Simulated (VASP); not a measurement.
Wanted: the native input for a VASP 6.6.1 run.

| Quantity | Value |
| --- | --- |
| Task | single point |
| Functional | LDA |
| Potentials or basis | VASP PAW LDA potentials, release 64 (Sn_d, O) |
| Cutoff | 520 eV |
| k mesh | 6 × 6 × 6 |
| Occupations | gaussian, width 0.01 eV |
| Spin | no spin polarisation |
| Dipole correction | no |
| Further INCAR settings | ALGO = Normal; EDIFF = 1e-06; NBANDS = 20 |

The structure of SnO2 lies in POSCAR:

```
SnO2
1.0
    1.6170900000      0.9336300000      4.8005900000
   -1.6170900000      0.9336300000      4.8005900000
    0.0000000000     -1.8672600000      4.8005900000
Sn O
1 2
Direct
    0.5094200000      0.4755800000      0.5048900000
    0.3024040587      0.2045840587      0.1917318825
    0.8449500000      0.6905000000      0.7700400000
```

These files were run (other wordings do the same):

INCAR

```
SYSTEM = SnO2
PREC = Accurate
ENCUT = 520
EDIFF = 1E-6
ISMEAR = 0
SIGMA = 0.01
LREAL = .FALSE.
LASPH = .TRUE.
NELM = 60
ALGO = Normal
ISIF = 2
LWAVE = .FALSE.
LCHARG = .FALSE.
GGA = CA
NBANDS = 20
```

KPOINTS

```
Automatic mesh
0
G
  6 6 6
  0 0 0
```

Potentials or basis: VASP PAW LDA potentials, release 64 (Sn_d, O).

Command:

```bash
$ cat potpaw_LDA.64/Sn_d/POTCAR potpaw_LDA.64/O/POTCAR > POTCAR
$ mpirun -np 1 vasp_std > vasp.out
```

It gave:

- Pressure: 1.6 GPa
- Largest force: 3.478 eV/Å
- Band gap on the k mesh: 1.79 eV (least direct gap 2.18 eV)

Caveat: spin-orbit coupling is left out, which moves the levels of the heavy elements; forces of over 1 eV/Å act on the atoms, so gaps and moduli don't describe the material at rest.

It took 4.6 min on 1 thread of Intel Xeon 8259CL, on a shared host, peak memory 0.26 GiB.
